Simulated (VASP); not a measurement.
# Zr (Fm-3m) in VASP: a series of runs, part 2 of 2

VASP 6.6.1.

**3. Single point, revPBE (volume scaled by 1.08)**

INCAR reads:

```
SYSTEM = Zr
PREC = Accurate ; ENCUT = 520
EDIFF = 1E-6 ; ISMEAR = -1
SIGMA = 0.1 ; LREAL = .FALSE.
LASPH = .TRUE. ; NELM = 60
ALGO = Normal ; ISIF = 2
LWAVE = .FALSE. ; LCHARG = .FALSE.
GGA = RE ; NBANDS = 12
```

KPOINTS reads:

```
Automatic mesh
0
G
  13 13 13
  0 0 0
```

POSCAR reads:

```
Zr
1.0
    0.0000000000      2.3371924864      2.3371924864
    2.3371924864      0.0000000000      2.3371924864
    2.3371924864      2.3371924864      0.0000000000
Zr
1
Direct
    0.0000000000      0.0000000000      0.0000000000
```

Potentials or basis: VASP PAW PBE potentials, release 64 (Zr_sv).

Launch:

```sh
> cat potpaw_PBE.64/Zr_sv/POTCAR > POTCAR
> mpirun -np 1 vasp_std > vasp.out
```

OUTCAR:

```text
SYSTEM = Zr
   PREC = Accurate
   ENCUT = 520
   EDIFF = 1E-6
   ISMEAR = -1
   LREAL = .FALSE.
   LASPH = .TRUE.
   NELM = 60
   ISIF = 2
   GGA = RE

 ion  position               nearest neighbor table
   1  0.000  0.000  0.000-

  LATTYP: Found a face centered cubic cell.
 ALAT       =     4.6743849728

  Lattice vectors:

 A1 = (   0.0000000000,   2.3371924864,   2.3371924864)
 A2 = (   2.3371924864,   0.0000000000,   2.3371924864)
 A3 = (   2.3371924864,   2.3371924864,   0.0000000000)

Analysis of symmetry for initial positions (statically):
=====================================================================
 Subroutine PRICEL returns:
 Original cell was already a primitive cell.

 Routine SETGRP: Setting up the symmetry group for a
 face centered cubic supercell.

 Subroutine GETGRP returns: Found 48 space group operations
 (whereof 48 operations were pure point group operations)
 out of a pool of 48 trial point group operations.

The static configuration has the point symmetry O_h .

Analysis of symmetry for dynamics (positions and initial velocities):
=====================================================================
 Subroutine PRICEL returns:
 Original cell was already a primitive cell.

 Routine SETGRP: Setting up the symmetry group for a
 face centered cubic supercell.

 Subroutine GETGRP returns: Found 48 space group operations
 (whereof 48 operations were pure point group operations)
 out of a pool of 48 trial point group operations.

The dynamic configuration has the point symmetry O_h .

 Subroutine INISYM returns: Found 48 space group operations
 (whereof 48 operations are pure point group operations),
 and found     1 'primitive' translations

----------------------------------------------------------------------------------------

                                     Primitive cell

  volume of cell :      25.5337

  direct lattice vectors                    reciprocal lattice vectors
[... 106 lines left out ...]
  volume/ion in A,a.u.               =      25.53       172.31
  Fermi-wavevector in a.u.,A,eV,Ry     =   1.272812  2.405265 22.042107  1.620049
  Thomas-Fermi vector in A             =   2.405669
   LORBIT       =      0    0 simple, 1 ext, 2 COOP (PROOUT), +10 PAW based schemes
   GGA     = RE    functional components
   LHFCALC =     F    Hartree Fock is set to
   AEXX    =    0.0000 exact exchange contribution
   IVDW    =     0    specifies the selected vdW correction
   LEPSILON=     F    determine dielectric tensor
   LRPA    =     F    only Hartree local field effects (RPA)
 non-spin polarized calculation
  energy-cutoff  :      520.00
  volume of cell :       25.53
 maximum number of plane-waves:       701
 NGX is ok and might be reduce to    28
   NGX = 13   NGY = 13   NGZ = 13

 number of electron      12.0000000 magnetization

 Free energy of the ion-electron system (eV)
  ---------------------------------------------------
  ext. energy  EPLUGINS =         0.00000000
  ---------------------------------------------------
  free energy    TOTEN  =        -8.13083516 eV

  energy without entropy =       -8.07417154  energy(sigma->0) =       -8.10250335

 E-fermi :   7.9513     XC(G=0): -10.6156

 val. band max:        7.9477491625   @ k =  -0.3846   0.3077   0.1538
 cond. band min:       7.9523794688   @ k =   0.3077   0.0000   0.0000
 fundamental gap:      0.0046303063
 Fermi energy:         7.9513348709

 k-point     1 :       0.0000    0.0000    0.0000
  band No.  band energies     occupation
      1     -40.9703      2.00000
      2     -18.5955      2.00000
      3     -18.5955      2.00000
      4     -18.5955      2.00000
      5       2.5919      2.00000
      6       8.9068      0.00014
      7       8.9068      0.00014
      8       8.9068      0.00014
      9      11.0417      0.00000
     10      11.0417      0.00000
     11      18.2382      0.00000
     12      22.0861      0.00000
[... 331 lines left out ...]
 k-point    24 :       0.4615    0.1538    0.0000
  band No.  band energies     occupation
      1     -40.8738      2.00000
      2     -19.2103      2.00000
      3     -18.7666      2.00000
      4     -18.7251      2.00000
      5       5.6755      2.00000
      6       7.6203      1.92957
      7       8.4475      0.01391
      8       9.4041      0.00000
      9      12.6488      0.00000
     10      12.6556      0.00000
     11      16.6727      0.00000
     12      19.4996      0.00000

 [... further k-points ...]
[... 5 lines left out ...]
  --------------------------------------------------------------------------------------
  -------------------------------------------------------------------------------------
  Total       -0.9162010     -0.9162010     -0.9162010      0.0000000     -0.0000000      0.0000000
  in kB      -57.4894177    -57.4894177    -57.4894177      0.0000000     -0.0000000      0.0000000
  external PRESSURE =     -57.4894177 kB  Pullay stress =       0.0000000 kB

 VOLUME and BASIS-vectors are now :
 -----------------------------------------------------------------------------
  energy-cutoff  :      520.00
  volume of cell :       25.53
      direct lattice vectors                 reciprocal lattice vectors
     0.000000000  2.337192486  2.337192486    -0.213931887  0.213931887  0.213931887
     2.337192486  0.000000000  2.337192486     0.213931887 -0.213931887  0.213931887
     2.337192486  2.337192486  0.000000000     0.213931887  0.213931887 -0.213931887

 POSITION                                       TOTAL-FORCE (eV/Angst)
 -----------------------------------------------------------------------------------
      0.00000      0.00000      0.00000        -0.000000     -0.000000     -0.000000
 -----------------------------------------------------------------------------------
    total drift:                               -0.000000     -0.000000     -0.000000

  FREE ENERGIE OF THE ION-ELECTRON SYSTEM (eV)
  ---------------------------------------------------
  free  energy   TOTEN  =        -8.1308351647 eV

  energy  without entropy=       -8.0741715444  energy(sigma->0) =       -8.10250335
```

stdout:

```text
POSCAR found type information on POSCAR Zr
 POSCAR found :  1 types and       1 ions
 scaLAPACK will be used
 -----------------------------------------------------------------------------
|                                                                             |
|                                                                             |
|     You enforced a specific xc type in the INCAR file but a different       |
|     I HOPE YOU KNOW WHAT YOU ARE DOING!                                     |
|                                                                             |
 -----------------------------------------------------------------------------

 LDA part: xc-table for (Slater+PW92), standard interpolation
 POSCAR, INCAR and KPOINTS ok, starting setup
 FFT: planning ... GRIDC
 FFT: planning ... GRID_SOFT
 FFT: planning ... GRID
 WAVECAR not read
 entering main loop
```

It took 68 s on 1 thread of AMD EPYC 7R13, shared host; peak memory 0.14 GiB.

What came out:

```
Free energy            : -8.1308 eV
Pressure               : -5.7 GPa
Band gap on the k mesh : zero (band 6 reaches 8.91 eV, above the bottom of band 7 at 7.45 eV)
```

Levels at points of the mesh, in eV from the Fermi level:
```tsv
k point	band 3	band 4	band 5	band 6	band 7	band 8	band 9	band 10
(0.00, 0.00, 0.00)	-26.55	-26.55	-5.36	0.96	0.96	0.96	3.09	3.09
```

Caveat: the cell differs from its parent crystal (volume scaled by 1.08); the PAW data sets were made with another functional, which shifts forces and pressure a little.

**4. Single point, revPBE (volume scaled by 1.12)**

INCAR reads:

```
SYSTEM = Zr
  PREC = Accurate
  ENCUT = 520
  EDIFF = 1E-7
  ISMEAR = -1
  SIGMA = 0.1
  LREAL = .False.
  LASPH = .True.
  NELM = 100
  ALGO = Normal
  ISIF = 2
  LWAVE = .False.
  LCHARG = .False.
  GGA = RE
  NBANDS = 12
```

KPOINTS reads:

```
regular mesh
0
Gamma
  13 13 13
  0 0 0
```

POSCAR reads:

```
Zr
1.0
    0.0000000000      2.3656976431      2.3656976431
    2.3656976431      0.0000000000      2.3656976431
    2.3656976431      2.3656976431      0.0000000000
Zr
1
Direct
    0.0000000000      0.0000000000      0.0000000000
```

Launch:

```sh
> cat potpaw_PBE.64/Zr_sv/POTCAR > POTCAR
> mpirun -np 1 vasp_std > vasp.out
```

It took 67 s on 1 thread of AMD EPYC 7R13, shared host; peak memory 0.14 GiB.

The run converged. Its results:

```yaml
Free_energy: -8.0905 eV
Pressure: -8.0 GPa
Band_gap_on_the_k_mesh: zero (band 6 reaches 8.52 eV, above the bottom of band 7 at 7.10 eV)
```

Levels at points of the mesh, in eV from the Fermi level:
| k point | band 4 | band 5 | band 6 | band 7 | band 8 | band 9 |
| --- | --- | --- | --- | --- | --- | --- |
| (0.00, 0.00, 0.00) | -26.67 | -5.28 | 0.94 | 0.94 | 0.94 | 2.97 |

Caveat: the cell differs from its parent crystal (volume scaled by 1.12); the PAW data sets were made with another functional, which shifts forces and pressure a little.

**5. Single point, revPBE**

This run uses another cell than the first one, of 23.64 Å³/atom, 0.962 times its volume.

INCAR reads:

```
PREC     = Accurate       # precision mode
ENCUT    = 520            # plane-wave cutoff, eV
EDIFF    = 1E-7           # SCF threshold, eV
ISMEAR   = -1             # smearing method
SIGMA    = 0.1            # smearing width, eV
LREAL    = False          # projectors in reciprocal space
LASPH    = True           # aspherical terms in the spheres
NELM     = 80             # most SCF steps
ALGO     = Normal         # electronic algorithm
ISIF     = 2              # what is computed and relaxed
LWAVE    = False          # write WAVECAR
LCHARG   = False          # write CHGCAR
GGA      = RE             # functional
NBANDS   = 12             # bands
```

KPOINTS reads:

```
Automatic mesh
0
Gamma
  20 20 20
```

POSCAR reads:

```
Zr
1.0
    0.0000000000      2.2779974293      2.2779974293
    2.2779974293      0.0000000000      2.2779974293
    2.2779974293      2.2779974293      0.0000000000
Zr
1
Direct
    0.0000000000      0.0000000000      0.0000000000
```

Launch:

```sh
> cat potpaw_PBE.64/Zr_sv/POTCAR > POTCAR
> mpirun -np 1 vasp_std > vasp.out
```

It took 1.7 min on 1 thread of AMD EPYC 7R13, shared host; peak memory 0.16 GiB.

Results (log left out):

```yaml
Free_energy: -8.1657 eV
Pressure: 0.1 GPa
Band_gap_on_the_k_mesh: zero (band 6 reaches 9.76 eV, above the bottom of band 7 at 8.33 eV)
```

Levels at points of the mesh, in eV from the Fermi level:
```
           k point  band 2  band 3  band 4  band 5  band 6  band 7  band 8  band 9  band 10  band 11
(0.00, 0.00, 0.00)  -26.29  -26.29  -26.29   -5.51    0.99    0.99    0.99    3.35     3.35    10.45
(0.50, 0.00, 0.00)  -27.20  -26.41  -26.41   -2.89    0.82    0.82    1.04    5.08     5.08     9.35
(0.50, 0.50, 0.00)  -27.14  -26.61  -26.61   -2.90   -2.12    2.90    5.09    5.57     5.57     9.68
```

Caveat: the PAW data sets were made with another functional, which shifts forces and pressure a little.

**6. The runs side by side**

| cell | k mesh | gap on the mesh (eV) | pressure (GPa) |
| --- | --- | --- | --- |
| a = 3.264 Å, angles 60.0°, 1 atom | 13 × 13 × 13 | none | -3.0 |
| a = 3.305 Å, angles 60.0°, 1 atom | 13 × 13 × 13 | none | -5.7 |
| a = 3.346 Å, angles 60.0°, 1 atom | 13 × 13 × 13 | none | -8.0 |
| a = 3.222 Å, angles 60.0°, 1 atom | 20 × 20 × 20 | none | 0.1 |

Alike in all rows: task single point; level revPBE; potentials or basis VASP PAW PBE potentials, release 64 (Zr_sv); no spin polarisation; cutoff (eV) 520; smearing fermi-dirac 0.1 eV.

Caveats: the PAW data sets were made with another functional, which shifts forces and pressure a little.

Total energies depend on the potentials used, so only differences within one code and one set of settings carry meaning.
